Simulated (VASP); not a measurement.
A run of VASP 6.6.1 is set up as follows.

INCAR

```
SYSTEM = Ge
PREC = Accurate ; ENCUT = 520
EDIFF = 1E-6 ; ISMEAR = 0
SIGMA = 0.1 ; LREAL = .FALSE.
LASPH = .TRUE. ; NELM = 80
ALGO = Normal ; ISIF = 2
LWAVE = .FALSE. ; LCHARG = .FALSE.
LDIPOL = .TRUE. ; IDIPOL = 3
DIPOL = 0.5 0.5 0.500 ; GGA = PE
NBANDS = 21
```

KPOINTS

```
Automatic mesh
0
G
  12 12 1
  0 0 0
```

The input POSCAR:

```
Ge
1.0
    3.7910000000      0.0000000000      0.0000000000
   -1.8955000000      3.2831023057      0.0000000000
    0.0000000000      0.0000000000     28.0000000000
Ge
2
Direct
    0.3333333333      0.6666666667      0.5051964286
    0.6666666667      0.3333333333      0.4948035714
```

Potentials or basis: VASP PAW PBE potentials, release 64 (Ge_d).

Launch:

```console
$ cat potpaw_PBE.64/Ge_d/POTCAR > POTCAR
$ mpirun -np 1 vasp_std > vasp.out
```

Problem. Predict the band gap on the k mesh.

Solution. Zero (filled and empty bands touch).

Problem. Predict the largest force.

Solution. 0.903 eV/Å.

Forces in eV/Å, atoms in the order of the input:
```
Ge   0.000  0.000  0.903
Ge   0.000  0.000 -0.903
```
